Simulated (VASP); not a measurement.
# SnSe (Fm-3m) in VASP: further runs

The runs below take SnSe through single point, with PBEsol.

Program: VASP 6.6.1. These are calculated values, not measurements. Logs are shortened: lines on timing, memory, paths and dates and some standing lists are left out, and cuts for length are marked.

### 1 The cell of the first run

Symmetry: Fm-3m, No. 225, cubic system. Conventional cell: a = 5.380 Å, b = 5.380 Å, c = 5.380 Å, α = 90.00°, β = 90.00°, γ = 90.00°. Within 3.5 Å of Sn (site symmetry m-3m) lie 6 Se at 2.69 Å. Se (site symmetry m-3m) has 6 Sn at 2.69 Å within 3.5 Å.

### 2 Single point, PBEsol

Contents of INCAR:

```
PREC = Accurate ; ENCUT = 520
EDIFF = 1E-6 ; ISMEAR = -1
SIGMA = 0.01 ; LREAL = F
LASPH = T ; NELM = 60
ALGO = Normal ; ISIF = 2
LWAVE = F ; LCHARG = F
GGA = PS ; NBANDS = 17
```

Contents of KPOINTS:

```
Automatic mesh
0
Gamma
  5 5 5
```

Contents of POSCAR:

```
SnSe
1.0
    0.0000000000      2.6899228162      2.6899228162
    2.6899228162      0.0000000000      2.6899228162
    2.6899228162      2.6899228162      0.0000000000
Sn Se
1 1
Direct
    0.0000000000      0.0000000000      0.0000000000
    0.5000000000      0.5000000000      0.5000000000
```

Potentials or basis: VASP PAW PBE potentials, release 64 (Sn_d, Se).

Run with:

```sh
> cat potpaw_PBE.64/Sn_d/POTCAR potpaw_PBE.64/Se/POTCAR > POTCAR
> mpirun -np 1 vasp_std > vasp.out
```

OUTCAR:

```text
PREC = Accurate
   ENCUT = 520
   EDIFF = 1E-6
   ISMEAR = -1
   LREAL = F
   LASPH = T
   NELM = 60
   ISIF = 2
   GGA = PS

 ion  position               nearest neighbor table
   1  0.000  0.000  0.000-   2 2.69   2 2.69   2 2.69   2 2.69   2 2.69   2 2.69
   2  0.500  0.500  0.500-   1 2.69   1 2.69   1 2.69   1 2.69   1 2.69   1 2.69

  LATTYP: Found a face centered cubic cell.
 ALAT       =     5.3798456324

  Lattice vectors:

 A1 = (   0.0000000000,   2.6899228162,   2.6899228162)
 A2 = (   2.6899228162,   0.0000000000,   2.6899228162)
 A3 = (   2.6899228162,   2.6899228162,   0.0000000000)

Analysis of symmetry for initial positions (statically):
=====================================================================
 Subroutine PRICEL returns:
 Original cell was already a primitive cell.

 Routine SETGRP: Setting up the symmetry group for a
 face centered cubic supercell.

 Subroutine GETGRP returns: Found 48 space group operations
 (whereof 48 operations were pure point group operations)
 out of a pool of 48 trial point group operations.

The static configuration has the point symmetry O_h .

Analysis of symmetry for dynamics (positions and initial velocities):
=====================================================================
 Subroutine PRICEL returns:
 Original cell was already a primitive cell.

 Routine SETGRP: Setting up the symmetry group for a
 face centered cubic supercell.

 Subroutine GETGRP returns: Found 48 space group operations
 (whereof 48 operations were pure point group operations)
 out of a pool of 48 trial point group operations.

The dynamic configuration has the point symmetry O_h .

 Subroutine INISYM returns: Found 48 space group operations
 (whereof 48 operations are pure point group operations),
 and found     1 'primitive' translations

----------------------------------------------------------------------------------------

                                     Primitive cell

  volume of cell :      38.9269

  direct lattice vectors                    reciprocal lattice vectors
     0.000000000  2.689922816  2.689922816    -0.185878939  0.185878939  0.185878939
     2.689922816  0.000000000  2.689922816     0.185878939 -0.185878939  0.185878939
     2.689922816  2.689922816  0.000000000     0.185878939  0.185878939 -0.185878939

  length of vectors
     3.804125328  3.804125328  3.804125328     0.321951767  0.321951767  0.321951767

  position of ions in fractional coordinates (direct lattice)
     0.000000000  0.000000000  0.000000000
[... 62 lines left out ...]
   NELM   =     60;   NELMIN=  2; NELMDL= -5     # of ELM steps
   EDIFF  = 0.1E-05   stopping-criterion for ELM
   LREAL  =      F    real-space projection
   EDIFFG = 0.1E-04   stopping-criterion for IOM
   NSW    =      0    number of steps for IOM
   IBRION =     -1    ionic relax: 0-MD 1-quasi-New 2-CG
   NFREE  =      0    steps in history (QN), initial steepest desc. (CG)
   ISIF   =      2    stress and relaxation
   ISYM   =      2    0-nonsym 1-usesym 2-fastsym
   POTIM  = 0.5000    time-step for ionic-motion
   TEBEG  =    0.0;   TEEND  =   0.0 temperature during run
   PSTRESS=    0.0 pullay stress
   NELECT =      20.0000    total number of electrons
   NUPDOWN=      -1.0000    fix difference up-down
   EMIN   =  10.00;   EMAX   =-10.00  energy-range for DOS
   EFERMI =   0.00;   METHOD = LEGACY
   ISMEAR =    -1;   SIGMA  =   0.01  broadening in eV -4-tet -1-fermi 0-gaus
   EFERMI_NEDOS =   21; number of points for ismear=-14 and -15
   IALGO  =     38    algorithm
   IMIX   =      4    mixing-type and parameters
     AMIX     =   0.40;   BMIX     =  1.00
     AMIX_MAG =   1.60;   BMIX_MAG =  1.00
  volume/ion in A,a.u.               =      19.46       131.35
  Fermi-wavevector in a.u.,A,eV,Ry     =   1.311198  2.477805 23.391690  1.719241
  Thomas-Fermi vector in A             =   2.441676
   LORBIT       =      0    0 simple, 1 ext, 2 COOP (PROOUT), +10 PAW based schemes
   GGA     = PS    functional components
   LHFCALC =     F    Hartree Fock is set to
   AEXX    =    0.0000 exact exchange contribution
   IVDW    =     0    specifies the selected vdW correction
   LEPSILON=     F    determine dielectric tensor
   LRPA    =     F    only Hartree local field effects (RPA)
 non-spin polarized calculation
  energy-cutoff  :      520.00
  volume of cell :       38.93
 maximum number of plane-waves:      1067
   NGX = 15   NGY = 15   NGZ = 15

 number of electron      19.9999992 magnetization

 Free energy of the ion-electron system (eV)
  ---------------------------------------------------
  ext. energy  EPLUGINS =         0.00000000
  ---------------------------------------------------
  free energy    TOTEN  =        -8.01711198 eV

  energy without entropy =       -8.01711198  energy(sigma->0) =       -8.01711198

 E-fermi :  10.6534     XC(G=0): -11.3941

 val. band max:       10.3589082127   @ k =  -0.2000   0.2000   0.0000
 cond. band min:      10.9651728342   @ k =   0.4000   0.0000   0.0000
 fundamental gap:      0.6062646216
 Fermi energy:        10.6534245032

 k-point     1 :       0.0000    0.0000    0.0000
  band No.  band energies     occupation
      1     -11.9194      2.00000
      2     -11.9194      2.00000
      3     -11.8937      2.00000
      4     -11.8937      2.00000
      5     -11.8937      2.00000
      6      -6.9238      2.00000
[... 177 lines left out ...]
      4     -11.8591      2.00000
      5     -11.8310      2.00000
      6      -4.4701      2.00000
[... 9 lines left out ...]
     16      22.1157      0.00000
     17      22.7949      0.00000

------------------------ aborting loop because EDIFF is reached ----------------------------------------

  FORCE on cell =-STRESS in cart. coord.  units (eV):
  Direction    XX          YY          ZZ          XY          YZ          ZX
  --------------------------------------------------------------------------------------
  -------------------------------------------------------------------------------------
  Total        7.3455480      7.3455480      7.3455480      0.0000000     -0.0000000      0.0000000
  in kB      302.3328460    302.3328460    302.3328460      0.0000000     -0.0000000      0.0000000
  external PRESSURE =     302.3328460 kB  Pullay stress =       0.0000000 kB

 VOLUME and BASIS-vectors are now :
 -----------------------------------------------------------------------------
  energy-cutoff  :      520.00
  volume of cell :       38.93
      direct lattice vectors                 reciprocal lattice vectors
     0.000000000  2.689922816  2.689922816    -0.185878939  0.185878939  0.185878939
     2.689922816  0.000000000  2.689922816     0.185878939 -0.185878939  0.185878939
     2.689922816  2.689922816  0.000000000     0.185878939  0.185878939 -0.185878939

 POSITION                                       TOTAL-FORCE (eV/Angst)
 -----------------------------------------------------------------------------------
      0.00000      0.00000      0.00000         0.000000      0.000000      0.000000
      2.68992      2.68992      2.68992        -0.000000     -0.000000      0.000000
 -----------------------------------------------------------------------------------
    total drift:                               -0.000000      0.000000      0.000000

  FREE ENERGIE OF THE ION-ELECTRON SYSTEM (eV)
  ---------------------------------------------------
  free  energy   TOTEN  =        -8.0171119817 eV

  energy  without entropy=       -8.0171119817  energy(sigma->0) =       -8.01711198
```

OSZICAR:

```text
N       E                     dE             d eps       ncg     rms          rms(c)
DAV:   1     0.135492888028E+03    0.13549E+03   -0.98803E+03   357   0.159E+03
DAV:   2     0.369470367425E+01   -0.13180E+03   -0.12705E+03   380   0.379E+02
DAV:   3    -0.785323724106E+01   -0.11548E+02   -0.11456E+02   411   0.957E+01
DAV:   4    -0.809340363844E+01   -0.24017E+00   -0.24000E+00   380   0.138E+01
DAV:   5    -0.809950251157E+01   -0.60989E-02   -0.60986E-02   487   0.225E+00    0.637E+00
DAV:   6    -0.803094971554E+01    0.68553E-01   -0.92197E-02   513   0.307E+00    0.396E+00
DAV:   7    -0.801837766003E+01    0.12572E-01   -0.45185E-02   475   0.166E+00    0.665E-01
DAV:   8    -0.801709446109E+01    0.12832E-02   -0.64532E-03   507   0.836E-01    0.107E-01
DAV:   9    -0.801711262120E+01   -0.18160E-04   -0.33746E-04   365   0.157E-01    0.534E-02
DAV:  10    -0.801711240506E+01    0.21615E-06   -0.12326E-05   485   0.315E-02    0.141E-02
DAV:  11    -0.801711198167E+01    0.42338E-06   -0.20027E-06   345   0.196E-02
   1 F= -.80171120E+01 E0= -.80171120E+01  d E =-.118457E-13
```

It took 8.9 s on 1 thread of Intel Xeon 8259CL, shared host; peak memory 0.16 GiB.

What came out:

- Free energy: -8.0171 eV
- Pressure: 30.2 GPa

Levels at points of the mesh, in eV from the Fermi level:
```csv
k point,band 8,band 9,band 10,band 11,band 12,band 13
"(0.00, 0.00, 0.00)",-4.10,-4.10,-4.10,4.52,4.52,4.52
```

Caveat: this odd mesh misses L, where the gap lies, so gap, dielectric constants and Born charges aren't listed; the PAW data sets were made with another functional, which shifts forces and pressure a little; spin-orbit coupling is left out, which moves the levels of the heavy elements.

### 3 Single point, PBEsol

This run uses another cell than the first one, of 18.07 Å³/atom, 0.928 times its volume.

Contents of INCAR:

```
PREC = Accurate
ENCUT = 520
EDIFF = 1E-7
ISMEAR = -1
SIGMA = 0.01
LREAL = F
LASPH = T
NELM = 100
ALGO = Normal
ISIF = 2
LWAVE = F
LCHARG = F
GGA = PS
NBANDS = 17
```

Contents of KPOINTS:

```
regular mesh
0
Gamma
  5 5 5
```

Contents of POSCAR:

```
SnSe
1.0
    0.0000000000      2.6239176537      2.6239176537
    2.6239176537      0.0000000000      2.6239176537
    2.6239176537      2.6239176537      0.0000000000
Sn Se
1 1
Direct
    0.0000000000      0.0000000000      0.0000000000
    0.5000000000      0.5000000000      0.5000000000
```

Potentials or basis: VASP PAW PBE potentials, release 64 (Sn_d, Se).

Run with:

```sh
> cat potpaw_PBE.64/Sn_d/POTCAR potpaw_PBE.64/Se/POTCAR > POTCAR
> mpirun -np 1 vasp_std > vasp.out
```

OUTCAR:

```text
PREC = Accurate
   ENCUT = 520
   EDIFF = 1E-7
   ISMEAR = -1
   LREAL = F
   LASPH = T
   NELM = 100
   ISIF = 2
   GGA = PS

 ion  position               nearest neighbor table
   1  0.000  0.000  0.000-   2 2.62   2 2.62   2 2.62   2 2.62   2 2.62   2 2.62
   2  0.500  0.500  0.500-   1 2.62   1 2.62   1 2.62   1 2.62   1 2.62   1 2.62

  LATTYP: Found a face centered cubic cell.
 ALAT       =     5.2478353074

  Lattice vectors:

 A1 = (   0.0000000000,   2.6239176537,   2.6239176537)
 A2 = (   2.6239176537,   0.0000000000,   2.6239176537)
 A3 = (   2.6239176537,   2.6239176537,   0.0000000000)

Analysis of symmetry for initial positions (statically):
=====================================================================
 Subroutine PRICEL returns:
 Original cell was already a primitive cell.

 Routine SETGRP: Setting up the symmetry group for a
 face centered cubic supercell.

 Subroutine GETGRP returns: Found 48 space group operations
 (whereof 48 operations were pure point group operations)
 out of a pool of 48 trial point group operations.

The static configuration has the point symmetry O_h .

Analysis of symmetry for dynamics (positions and initial velocities):
=====================================================================
 Subroutine PRICEL returns:
 Original cell was already a primitive cell.

 Routine SETGRP: Setting up the symmetry group for a
 face centered cubic supercell.

 Subroutine GETGRP returns: Found 48 space group operations
 (whereof 48 operations were pure point group operations)
 out of a pool of 48 trial point group operations.

The dynamic configuration has the point symmetry O_h .

 Subroutine INISYM returns: Found 48 space group operations
 (whereof 48 operations are pure point group operations),
 and found     1 'primitive' translations

----------------------------------------------------------------------------------------
[... 94 lines left out ...]
   EFERMI_NEDOS =   21; number of points for ismear=-14 and -15
   IALGO  =     38    algorithm
   IMIX   =      4    mixing-type and parameters
     AMIX     =   0.40;   BMIX     =  1.00
     AMIX_MAG =   1.60;   BMIX_MAG =  1.00
  volume/ion in A,a.u.               =      18.07       121.91
  Fermi-wavevector in a.u.,A,eV,Ry     =   1.344182  2.540135 24.583337  1.806824
  Thomas-Fermi vector in A             =   2.472196
   LORBIT       =      0    0 simple, 1 ext, 2 COOP (PROOUT), +10 PAW based schemes
   GGA     = PS    functional components
   LHFCALC =     F    Hartree Fock is set to
   AEXX    =    0.0000 exact exchange contribution
   IVDW    =     0    specifies the selected vdW correction
   LEPSILON=     F    determine dielectric tensor
   LRPA    =     F    only Hartree local field effects (RPA)
 non-spin polarized calculation
  energy-cutoff  :      520.00
  volume of cell :       36.13
 maximum number of plane-waves:       990
   NGX = 13   NGY = 13   NGZ = 13

 number of electron      20.0000007 magnetization

 Free energy of the ion-electron system (eV)
  ---------------------------------------------------
  ext. energy  EPLUGINS =         0.00000000
  ---------------------------------------------------
  free energy    TOTEN  =        -7.36483829 eV

  energy without entropy =       -7.36483829  energy(sigma->0) =       -7.36483829

 E-fermi :  11.7740     XC(G=0): -11.7702

 val. band max:       11.5123512228   @ k =  -0.2000   0.2000   0.0000
 cond. band min:      12.0331425215   @ k =   0.4000   0.0000   0.0000
 fundamental gap:      0.5207912987
 Fermi energy:        11.7740392926

 k-point     1 :       0.0000    0.0000    0.0000
  band No.  band energies     occupation
      1     -10.9114      2.00000
      2     -10.9114      2.00000
      3     -10.8775      2.00000
      4     -10.8775      2.00000
      5     -10.8775      2.00000
      6      -6.5318      2.00000
[... 177 lines left out ...]
      4     -10.8330      2.00000
      5     -10.7949      2.00000
      6      -3.6804      2.00000
[... 9 lines left out ...]
     16      23.5846      0.00000
     17      24.3808      0.00000

------------------------ aborting loop because EDIFF is reached ----------------------------------------

  FORCE on cell =-STRESS in cart. coord.  units (eV):
  Direction    XX          YY          ZZ          XY          YZ          ZX
  --------------------------------------------------------------------------------------
  -------------------------------------------------------------------------------------
  Total       10.2291815     10.2291815     10.2291815      0.0000000     -0.0000000     -0.0000000
  in kB      453.5977227    453.5977227    453.5977227      0.0000000     -0.0000000     -0.0000000
  external PRESSURE =     453.5977227 kB  Pullay stress =       0.0000000 kB

 VOLUME and BASIS-vectors are now :
 -----------------------------------------------------------------------------
  energy-cutoff  :      520.00
  volume of cell :       36.13
      direct lattice vectors                 reciprocal lattice vectors
     0.000000000  2.623917654  2.623917654    -0.190554760  0.190554760  0.190554760
     2.623917654  0.000000000  2.623917654     0.190554760 -0.190554760  0.190554760
     2.623917654  2.623917654  0.000000000     0.190554760  0.190554760 -0.190554760

 POSITION                                       TOTAL-FORCE (eV/Angst)
 -----------------------------------------------------------------------------------
      0.00000      0.00000      0.00000        -0.000000      0.000000     -0.000000
      2.62392      2.62392      2.62392         0.000000     -0.000000      0.000000
 -----------------------------------------------------------------------------------
    total drift:                               -0.000000      0.000000      0.000000

  FREE ENERGIE OF THE ION-ELECTRON SYSTEM (eV)
  ---------------------------------------------------
  free  energy   TOTEN  =        -7.3648382881 eV

  energy  without entropy=       -7.3648382881  energy(sigma->0) =       -7.36483829
```

OSZICAR:

```text
N       E                     dE             d eps       ncg     rms          rms(c)
DAV:   1     0.140223893828E+03    0.14022E+03   -0.99023E+03   340   0.165E+03
DAV:   2     0.433631620020E+01   -0.13589E+03   -0.13187E+03   380   0.385E+02
DAV:   3    -0.720601520593E+01   -0.11542E+02   -0.11463E+02   426   0.949E+01
DAV:   4    -0.745229370255E+01   -0.24628E+00   -0.24615E+00   374   0.138E+01
DAV:   5    -0.745828081255E+01   -0.59871E-02   -0.59862E-02   472   0.218E+00    0.767E+00
DAV:   6    -0.738457767503E+01    0.73703E-01   -0.78240E-02   520   0.312E+00    0.471E+00
DAV:   7    -0.736630099699E+01    0.18277E-01   -0.48831E-02   494   0.187E+00    0.534E-01
DAV:   8    -0.736482346215E+01    0.14775E-02   -0.73497E-03   506   0.962E-01    0.109E-01
DAV:   9    -0.736483889041E+01   -0.15428E-04   -0.38455E-04   389   0.168E-01    0.416E-02
DAV:  10    -0.736483857209E+01    0.31833E-06   -0.14548E-05   517   0.484E-02    0.143E-02
DAV:  11    -0.736483811674E+01    0.45535E-06   -0.26125E-06   504   0.207E-02    0.542E-03
DAV:  12    -0.736483833607E+01   -0.21933E-06   -0.16545E-07   292   0.322E-03    0.122E-03
DAV:  13    -0.736483828807E+01    0.48005E-07   -0.43688E-08   190   0.163E-03
   1 F= -.73648383E+01 E0= -.73648383E+01  d E =-.610092E-12
```

Run time: 14 s. Hardware: 1 thread of Intel Xeon 8259CL, shared host; peak memory 0.15 GiB.

What came out:

```yaml
Free_energy: -7.3648 eV
Pressure: 45.4 GPa
```

Caveat: this odd mesh misses L, where the gap lies, so gap, dielectric constants and Born charges aren't listed; the PAW data sets were made with another functional, which shifts forces and pressure a little; spin-orbit coupling is left out, which moves the levels of the heavy elements.

### 4 Single point, PBEsol

This run uses another cell than the first one, of 21.77 Å³/atom, 1.119 times its volume.

Contents of INCAR:

```
SYSTEM = SnSe
PREC = Accurate
ENCUT = 520
EDIFF = 1E-6
ISMEAR = -1
SIGMA = 0.01
LREAL = .False.
LASPH = .True.
NELM = 100
ALGO = Normal
ISIF = 2
LWAVE = .False.
LCHARG = .False.
GGA = PS
NBANDS = 17
```

Contents of KPOINTS:

```
Automatic mesh
0
Gamma
  5 5 5
  0 0 0
```

Contents of POSCAR:

```
SnSe
1.0
    0.0000000000      2.7923132440      2.7923132440
    2.7923132440      0.0000000000      2.7923132440
    2.7923132440      2.7923132440      0.0000000000
Sn Se
1 1
Direct
    0.0000000000      0.0000000000      0.0000000000
    0.5000000000      0.5000000000      0.5000000000
```

Run with:

```sh
> cat potpaw_PBE.64/Sn_d/POTCAR potpaw_PBE.64/Se/POTCAR > POTCAR
> mpirun -np 1 vasp_std > vasp.out
```

Run time: 13 s. Hardware: 1 thread of Intel Xeon 8259CL, shared host; peak memory 0.16 GiB.

The run converged. Its results:

```yaml
Free_energy: -8.6482 eV
Pressure: 15.1 GPa
```

Levels at points of the mesh, in eV from the Fermi level:
```tsv
k point	band 8	band 9	band 10	band 11	band 12	band 13
(0.00, 0.00, 0.00)	-3.54	-3.54	-3.54	4.52	4.52	4.52
```

Caveat: this odd mesh misses L, where the gap lies, so gap, dielectric constants and Born charges aren't listed; the PAW data sets were made with another functional, which shifts forces and pressure a little; spin-orbit coupling is left out, which moves the levels of the heavy elements.

### 5 Overview

| cell | pressure (GPa) |
| --- | --- |
| a = 3.804 Å, angles 60.0°, 2 atoms | 30.2 |
| a = 3.711 Å, angles 60.0°, 2 atoms | 45.4 |
| a = 3.949 Å, angles 60.0°, 2 atoms | 15.1 |

Alike in all rows: task single point; level PBEsol; potentials or basis VASP PAW PBE potentials, release 64 (Sn_d, Se); no spin polarisation; k mesh 5 × 5 × 5; cutoff (eV) 520; smearing fermi-dirac 0.01 eV.

Caveats: the PAW data sets were made with another functional, which shifts forces and pressure a little; spin-orbit coupling is left out, which moves the levels of the heavy elements.

Absolute energies hang on the potentials; compare differences alone.
